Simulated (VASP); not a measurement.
**MgZr2O3: relaxation of cell and atoms with PBE**

MgZr2O3:

```xyz
6
Lattice="3.0227 0.0000 0.0000 -1.5113 2.6177 0.0000 0.0000 0.0000 8.5809" Properties=species:S:1:pos:R:3 pbc="T T T"
Mg    0.0000    0.0000    4.2905
Zr    0.0000    1.7451    1.5177
Zr    1.5113    0.8726    7.0632
O     0.0000    1.7451    5.4707
O     1.5113    0.8726    3.1102
O     0.0000    0.0000    0.0000
```

The cell was built from a structure type or drawn by symmetry, and may not be a known phase.

- Program: VASP 6.6.1
- Task: relaxation of cell and atoms
- Functional: PBE
- Potentials or basis: VASP PAW PBE potentials, release 64 (Mg, Zr_sv, O)
- Cutoff: 600 eV
- k mesh: 12 × 12 × 4
- Occupations: gaussian, width 0.1 eV
- Spin: no spin polarisation
- Dipole correction: no
- Further INCAR settings: ALGO = Normal; EDIFF = 1e-07; IBRION = 2; EDIFFG = -0.01; NSW = 100; ISIF = 3

```
Relaxed volume                        : 11.28 Å³/atom
Relaxed cell                          : a = 2.999 Å, b = 2.999 Å, c = 8.694 Å, α = 90.00°, β = 90.00°, γ = 120.00°
Space group after relaxing (to 0.1 Å) : P-3m1 (No. 164)
Energy gained by relaxing             : 3.5 meV/atom
Ionic steps                           : 10
Pressure after relaxing               : 0.0 GPa
Largest force after relaxing          : 0.008 eV/Å
Band gap on the k mesh                : zero (bands 22 and 23 overlap by 0.77 eV)
```

Forces in eV/Å, atoms in the order of the input:
```
Mg   0.000  0.000  0.000
Zr   0.000  0.000 -0.008
Zr   0.000  0.000  0.008
O    0.000  0.000 -0.003
O    0.000  0.000  0.003
O    0.000  0.000  0.000
```

The path:
```
step  energy change (eV)  largest force (eV/Å)  pressure (GPa)  volume (Å³)
   1              0.0000                0.2715           -0.37        67.90
   2             -0.0194                0.0901            0.24        67.63
   3             -0.0203                0.1056            0.41        67.57
   4             -0.0208                0.0409           -0.39        67.85
   5             -0.0210                0.0286           -0.17        67.77
   6             -0.0210                0.0295           -0.15        67.76
   7             -0.0212                0.0163           -0.01        67.70
   8             -0.0212                0.0133            0.02        67.69
   9             -0.0211                0.0120            0.04        67.68
  10             -0.0211                0.0076           -0.02        67.70
```

Final structure:
```
Mg Zr O
1.0
     2.99865    0.00000    0.00000
    -1.49933    2.59691    0.00000
     0.00000    0.00000    8.69411
Mg Zr O
1 2 3
Cartesian
  0.0000 0.0000 4.3471
  0.0000 1.7313 1.5575
  1.4993 0.8656 7.1366
  0.0000 1.7313 5.5344
  1.4993 0.8656 3.1597
  0.0000 0.0000 0.0000
```

Levels at points of the mesh, in eV from the Fermi level:
| k point | band 20 | band 21 | band 22 | band 23 | band 24 | band 25 |
| --- | --- | --- | --- | --- | --- | --- |
| (0.00, 0.00, 0.00) | -4.29 | -2.26 | -0.69 | 0.51 | 0.51 | 1.11 |
| (0.50, 0.00, 0.00) | -5.06 | -3.08 | -1.46 | 2.72 | 3.41 | 3.47 |
| (0.00, 0.00, 0.50) | -4.54 | -1.79 | -0.84 | 0.56 | 0.56 | 1.27 |
| (0.50, 0.00, 0.50) | -4.77 | -2.80 | -1.68 | 2.33 | 3.39 | 3.68 |

It took 19 min on 1 thread of Intel Xeon 8259CL (shared host), peak memory 0.31 GiB.
